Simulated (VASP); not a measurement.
# MgS (P6_3mc) in VASP: G0W0 quasiparticle levels with PBE

Aim: the G0W0 quasiparticle levels of MgS with PBE.

Program: VASP 6.6.1. These are calculated values, not measurements. Logs are shortened: lines on timing, memory, paths and dates and some standing lists are left out, and cuts for length are marked.

### Step 1. The cell of the first run

Symmetry: P6_3mc, No. 186, hexagonal system. The conventional cell has a = 4.029 Å, b = 4.029 Å, c = 6.454 Å, α = 90.00°, β = 90.00°, γ = 120.00°. Mg (site symmetry 3m) has 4 S at 2.45 to 2.46 Å within 3.2 Å. Within 3.2 Å of S (site symmetry 3m) lie 4 Mg at 2.45 to 2.46 Å.

### Step 2. G0W0 quasiparticle levels, PBE

The input, POSCAR:

```
MgS
1.0
    4.0286256259      0.0000000000      0.0000000000
   -2.0143128130      3.4888921344      0.0000000000
    0.0000000000      0.0000000000      6.4543928125
Mg S
2 2
Direct
    0.3333333333      0.6666666667     -0.0028727181
    0.6666666667      0.3333333333      0.4971272819
    0.3333333333      0.6666666667      0.3778727181
    0.6666666667      0.3333333333      0.8778727181
```

The input, INCAR.step1:

```
SYSTEM = MgS
PREC = Accurate ; ENCUT = 500
EDIFF = 1E-8 ; ISMEAR = 0
SIGMA = 0.01 ; LREAL = .FALSE.
LASPH = .TRUE. ; NELM = 100
ALGO = Normal ; LWAVE = .TRUE.
LCHARG = .FALSE. ; GGA = PE
```

The input, INCAR.step2:

```
SYSTEM = MgS
PREC = Accurate ; ENCUT = 500
EDIFF = 1E-8 ; ISMEAR = 0
SIGMA = 0.01 ; LREAL = .FALSE.
LASPH = .TRUE. ; NELM = 1
ALGO = Exact ; LWAVE = .TRUE.
LCHARG = .FALSE. ; GGA = PE
NBANDS = 349 ; LOPTICS = .TRUE.
ISTART = 1
```

The input, INCAR.step3:

```
SYSTEM = MgS
PREC = Accurate ; ENCUT = 500
EDIFF = 1E-8 ; ISMEAR = 0
SIGMA = 0.01 ; LREAL = .FALSE.
LASPH = .TRUE. ; ALGO = EVGW0
LWAVE = .FALSE. ; LCHARG = .FALSE.
GGA = PE ; NELMGW = 1
NBANDS = 349 ; ENCUTGW = 140.0
NOMEGA = 96 ; PRECFOCK = Fast
ISTART = 1 ; NBANDSGW = 16
OMEGAMAX = 20
```

The input, KPOINTS:

```
regular mesh
0
G
  6 6 2
  0 0 0
```

Potentials or basis: VASP PAW PBE potentials, release 64 (Mg_GW, S_GW).

Command:

```bash
$ cat potpaw_PBE.64/Mg_GW/POTCAR potpaw_PBE.64/S_GW/POTCAR > POTCAR
$ cp INCAR.step1 INCAR
$ mpirun -np 1 vasp_std > vasp.out
$ cp INCAR.step2 INCAR
$ mpirun -np 1 vasp_std > vasp.out
$ cp INCAR.step3 INCAR
$ mpirun -np 1 vasp_std > vasp.out
```

OUTCAR:

```text
SYSTEM = MgS
   PREC = Accurate
   ENCUT = 500
   EDIFF = 1E-8
   ISMEAR = 0
   LREAL = .FALSE.
   LASPH = .TRUE.
   GGA = PE
   NELMGW = 1
   ENCUTGW = 140.0
   PRECFOCK = Fast
   ISTART = 1

 ion  position               nearest neighbor table
   1  0.333  0.667  0.997-   4 2.45   4 2.45   4 2.45   3 2.46
   2  0.667  0.333  0.497-   3 2.45   3 2.45   3 2.45   4 2.46
   3  0.333  0.667  0.378-   2 2.45   2 2.45   2 2.45   1 2.46
   4  0.667  0.333  0.878-   1 2.45   1 2.45   1 2.45   2 2.46

  LATTYP: Found a hexagonal cell.
 ALAT       =     4.0286256259
 C/A-ratio  =     1.6021326904

  Lattice vectors:

 A1 = (   4.0286256259,   0.0000000000,   0.0000000000)
 A2 = (  -2.0143128130,   3.4888921344,   0.0000000000)
 A3 = (   0.0000000000,   0.0000000000,   6.4543928125)

Analysis of symmetry for initial positions (statically):
=====================================================================
 Subroutine PRICEL returns:
 Original cell was already a primitive cell.

 Routine SETGRP: Setting up the symmetry group for a
 hexagonal supercell.

 Subroutine GETGRP returns: Found 12 space group operations
 (whereof  6 operations were pure point group operations)
 out of a pool of 24 trial point group operations.

The static configuration has the point symmetry C_3v.
 The point group associated with its full space group is C_6v.

Analysis of symmetry for dynamics (positions and initial velocities):
=====================================================================
 Subroutine PRICEL returns:
 Original cell was already a primitive cell.

 Routine SETGRP: Setting up the symmetry group for a
 hexagonal supercell.

 Subroutine GETGRP returns: Found 12 space group operations
 (whereof  6 operations were pure point group operations)
 out of a pool of 24 trial point group operations.

The dynamic configuration has the point symmetry C_3v.
 The point group associated with its full space group is C_6v.

 Subroutine INISYM returns: Found 12 space group operations
 (whereof  6 operations are pure point group operations),
 and found     1 'primitive' translations

----------------------------------------------------------------------------------------

                                     Primitive cell

  volume of cell :      90.7193

  direct lattice vectors                    reciprocal lattice vectors
     4.028625626  0.000000000  0.000000000     0.248223611  0.143311969  0.000000000
    -2.014312813  3.488892134  0.000000000     0.000000000  0.286623937  0.000000000
     0.000000000  0.000000000  6.454392813     0.000000000  0.000000000  0.154933241

  length of vectors
     4.028625626  4.028625626  6.454392813     0.286623937  0.286623937  0.154933241

  position of ions in fractional coordinates (direct lattice)
     0.333333333  0.666666667  0.997127282
     0.666666667  0.333333333  0.497127282
     0.333333333  0.666666667  0.377872718
     0.666666667  0.333333333  0.877872718

  ion indices of the primitive-cell ions
   primitive index   ion index
                 1           1
                 2           2
                 3           3
                 4           4

----------------------------------------------------------------------------------------

 KPOINTS: regular mesh

Automatic generation of k-mesh.
 Grid dimensions read from file:
 generate k-points for:    6    6    2

 Generating k-lattice:

  Cartesian coordinates                     Fractional coordinates (reciprocal lattice)
     0.041370602  0.023885328  0.000000000     0.166666667  0.000000000  0.000000000
     0.000000000  0.047770656  0.000000000     0.000000000  0.166666667  0.000000000
     0.000000000  0.000000000  0.077466621     0.000000000  0.000000000  0.500000000

  Length of vectors
     0.047770656  0.047770656  0.077466621

  Shift w.r.t. Gamma in fractional coordinates (k-lattice)
     0.000000000  0.000000000  0.000000000

 Subroutine IBZKPT returns following result:
 ===========================================

 Found     14 irreducible k-points:

 Following reciprocal coordinates:
            Coordinates               Weight
  0.000000  0.000000  0.000000      1.000000
  0.166667 -0.000000  0.000000      6.000000
  0.333333 -0.000000  0.000000      6.000000
  0.500000  0.000000  0.000000      3.000000
  0.166667  0.166667  0.000000      6.000000
  0.333333  0.166667  0.000000     12.000000
  0.333333  0.333333  0.000000      2.000000
  0.000000  0.000000  0.500000      1.000000
  0.166667 -0.000000  0.500000      6.000000
  0.333333 -0.000000  0.500000      6.000000
  0.500000  0.000000  0.500000      3.000000
  0.166667  0.166667  0.500000      6.000000
  0.333333  0.166667  0.500000     12.000000
  0.333333  0.333333  0.500000      2.000000
   k-points           NKPTS =     14   k-points in BZ     NKDIM =     72   number of bands    NBANDS=    349
   number of dos      NEDOS =    301   number of ions     NIONS =      4
   total plane-waves  NPLWV =  43200
   dimension x,y,z NGX =    30 NGY =   30 NGZ =   48
   dimension x,y,z NGXF=    60 NGYF=   60 NGZF=   96
   ions per type =               2   2
   NGX,Y,Z   is equivalent  to a cutoff of  12.38, 12.38, 12.36 a.u.
   NGXF,Y,Z  is equivalent  to a cutoff of  24.76, 24.76, 24.73 a.u.
 SYSTEM =  MgS
   PREC   = accura    normal or accurate (medium, high low for compatibility)
   ISTART =      1    job   : 0-new  1-cont  2-samecut
   ICHARG =      0    charge: 1-file 2-atom 10-const
   ISPIN  =      1    spin polarized calculation?
   LNONCOLLINEAR =      F non collinear calculations
   LSORBIT =      F    spin-orbit coupling
   LASPH  =      T    aspherical Exc in radial PAW
   ENCUT  =  500.0 eV  36.75 Ry    6.06 a.u.   7.35  7.35 11.77*2*pi/ulx,y,z
   NELM   =     60;   NELMIN=  2; NELMDL=  0     # of ELM steps
   EDIFF  = 0.1E-07   stopping-criterion for ELM
   LREAL  =      F    real-space projection
   EDIFFG = 0.1E-06   stopping-criterion for IOM
   NSW    =      0    number of steps for IOM
   IBRION =     -1    ionic relax: 0-MD 1-quasi-New 2-CG
   NFREE  =      0    steps in history (QN), initial steepest desc. (CG)
   ISIF   =      0    stress and relaxation
   ISYM   =      3    0-nonsym 1-usesym 2-fastsym
   POTIM  = 0.5000    time-step for ionic-motion
   TEBEG  =    0.0;   TEEND  =   0.0 temperature during run
   PSTRESS=    0.0 pullay stress
   NELECT =      16.0000    total number of electrons
   NUPDOWN=      -1.0000    fix difference up-down
   EMIN   =  10.00;   EMAX   =-10.00  energy-range for DOS
   EFERMI =   0.00;   METHOD = LEGACY
   ISMEAR =     0;   SIGMA  =   0.01  broadening in eV -4-tet -1-fermi 0-gaus
   EFERMI_NEDOS =   21; number of points for ismear=-14 and -15
   IALGO  =     38    algorithm
   IMIX   =      4    mixing-type and parameters
     AMIX     =   0.40;   BMIX     =  1.00
     AMIX_MAG =   1.60;   BMIX_MAG =  1.00
  volume/ion in A,a.u.               =      22.68       153.05
  Fermi-wavevector in a.u.,A,eV,Ry     =   0.918082  1.734924 11.468008  0.842875
  Thomas-Fermi vector in A             =   2.043124
   LORBIT       =      0    0 simple, 1 ext, 2 COOP (PROOUT), +10 PAW based schemes
   GGA     = PE    functional components
   LHFCALC =     T    Hartree Fock is set to
   PRECFOCK=fast      Normal, Fast or Accurate (Low or Medium for compatibility)
   ENCUT4O =  -1.0   cutoff for four orbital integrals eV
   NKREDX  =     1    reduce k-point grid by
   NKREDY  =     1    reduce k-point grid by
   NKREDZ  =     1    reduce k-point grid by
   AEXX    =    1.0000 exact exchange contribution
   HFSCREEN=    0.0000 screening length (either q_TF or 0.3 A-1)
   HFSCREENC=   0.0000 screening length for correlation (either q_TF or 0.3 A-1)
   ENCUTFOCK=  -1.0 apply spherical cutoff to Coloumb kernel
   IVDW    =     0    specifies the selected vdW correction
   LEPSILON=     F    determine dielectric tensor
   LRPA    =     F    only Hartree local field effects (RPA)
   LRPAFORCE           =     F    calculate RPA forces
   ENCUTGW             = 140.0    cutoff for response function in eV
   ENCUTGWSOFT         = 112.0    soft cutoff for Coulomb kernel in GW response function in eV
   ENCUTLF             =  -1.0    cutoff for local field effects
   NELMGW              =     1    number of iterations in solving QP/BSE equation
   NELMHF              =     1    number of iterations in the inner HF iteration
   NKREDLFX            =     1    NKREDLFY  =   1   NKREDLFZ  =   1
 non-spin polarized calculation
 Gauss-broadening in eV      SIGMA  =   0.01
  energy-cutoff  :      500.00
  volume of cell :       90.72
 maximum number of plane-waves:      2340
 NGX is ok and might be reduce to    30
  NGX = 18; NGY = 18; NGZ = 28
   NGX = 15   NGY = 15   NGZ = 23
 maximum number of plane-waves:       360
 NGX is ok and might be reduce to    18

 QP shifts <psi_nk| G(iteration)W_0 |psi_nk>: iteration 1
 for sc-GW calculations column KS-energies equals QP-energies in previous step
 and V_xc(KS)=  KS-energies - (<T + V_ion + V_H > + <T+V_H+V_ion>^1  + <V_x>^1)

 k-point   1 :       0.0000    0.0000    0.0000
  band No.  KS-energies  QP-energies   sigma(KS)   V_xc(KS)     V^pw_x(r,r')   Z            occupation Imag(sigma)

      1     -10.2063     -11.0692     -14.1212     -12.8418     -20.9066       0.6744       2.0000       1.2686
      2      -9.4852     -10.2449     -14.6234     -13.5037     -21.2768       0.6785       2.0000       1.0868
      3      -2.0298      -3.4387     -12.3622     -10.4323     -14.8768       0.7300       2.0000       0.0788
      4       0.6482      -0.5926     -14.2496     -12.6157     -15.9798       0.7594       2.0000       0.0344
      5       0.6482      -0.5926     -14.2496     -12.6157     -15.9798       0.7594       2.0000       0.0344
      6       1.0585      -0.1339     -14.4893     -12.9294     -16.0943       0.7644       2.0000       0.0310
[... 8 lines left out ...]
     15       9.6840      10.5071      -7.9056      -8.9579      -3.8305       0.7822       0.0000      -0.0817
     16      10.2988      10.7886      -8.6034      -9.2583      -4.1235       0.7479       0.0000      -0.1145

 k-point   2 :       0.1667   -0.0000    0.0000
  band No.  KS-energies  QP-energies   sigma(KS)   V_xc(KS)     V^pw_x(r,r')   Z            occupation Imag(sigma)

      1     -10.0734     -10.9249     -14.1996     -12.9484     -20.9597       0.6806       2.0000       1.2432
      2      -9.4208     -10.1738     -14.6751     -13.5654     -21.3117       0.6786       2.0000       1.0677
      3      -1.8172      -3.2163     -12.4612     -10.5560     -14.9005       0.7344       2.0000       0.0737
      4      -0.1140      -1.4034     -13.4693     -11.7641     -15.3481       0.7562       2.0000       0.0428
      5       0.2729      -0.9586     -13.6820     -12.0624     -15.4111       0.7604       2.0000       0.0374
      6       0.4430      -0.8201     -14.0596     -12.3944     -15.8378       0.7586       2.0000       0.0363
[... 8 lines left out ...]
     15       9.8007      10.5782      -7.9182      -8.9198      -3.7515       0.7763       0.0000      -0.0866
     16       9.9091      10.6089      -7.6697      -8.5633      -3.6016       0.7832       0.0000      -0.0854
[... 208 lines left out ...]
      5      -0.2277      -1.5496     -13.3864     -11.6347     -15.3189       0.7546       2.0000       0.0445
      6      -0.2277      -1.5496     -13.3864     -11.6347     -15.3189       0.7546       2.0000       0.0445
[... 8 lines left out ...]
     15      10.5564      11.3022      -8.3146      -9.2901      -3.9710       0.7646       0.0000      -0.1028
     16      10.5564      11.3022      -8.3146      -9.2901      -3.9710       0.7646       0.0000      -0.1028

 k-point  14 :       0.3333    0.3333    0.5000
  band No.  KS-energies  QP-energies   sigma(KS)   V_xc(KS)     V^pw_x(r,r')   Z            occupation Imag(sigma)

      1      -9.3566     -10.1051     -14.7415     -13.6388     -21.3581       0.6787       2.0000       1.0527
      2      -9.3566     -10.1051     -14.7415     -13.6388     -21.3581       0.6787       2.0000       1.0527
      3      -1.5890      -2.9509     -12.6881     -10.8405     -15.0520       0.7371       2.0000       0.0689
      4      -1.5890      -2.9509     -12.6881     -10.8405     -15.0520       0.7371       2.0000       0.0689
      5      -0.7835      -2.1571     -12.9218     -11.0879     -15.0011       0.7490       2.0000       0.0528
      6      -0.7835      -2.1571     -12.9218     -11.0879     -15.0011       0.7490       2.0000       0.0528
[... 8 lines left out ...]
     15      10.4782      11.1498      -7.7957      -8.6589      -3.6473       0.7780       0.0000      -0.0930
     16      10.4782      11.1498      -7.7957      -8.6589      -3.6473       0.7780       0.0000      -0.0930
```

Wall time 23 min (1 thread of Intel Xeon Platinum 8559C (Emerald Rapids), shared host); peak memory 1.8 GiB.

Results:

```yaml
Quasiparticle_gap: 5.12 eV
Least_direct_quasiparticle_gap: 5.12 eV
Band_gap_of_the_starting_levels_on_the_mesh: 3.46 eV
Least_direct_gap_of_the_starting_levels_on_the_mesh: 3.46 eV
```

Caveat: the k points lie up to 0.49 Å⁻¹ apart; bands, screening cutoff and mesh are small and nothing is extrapolated, so the quasiparticle values aren't converged; the structure was generated, so it needn't be the stable form of MgS.
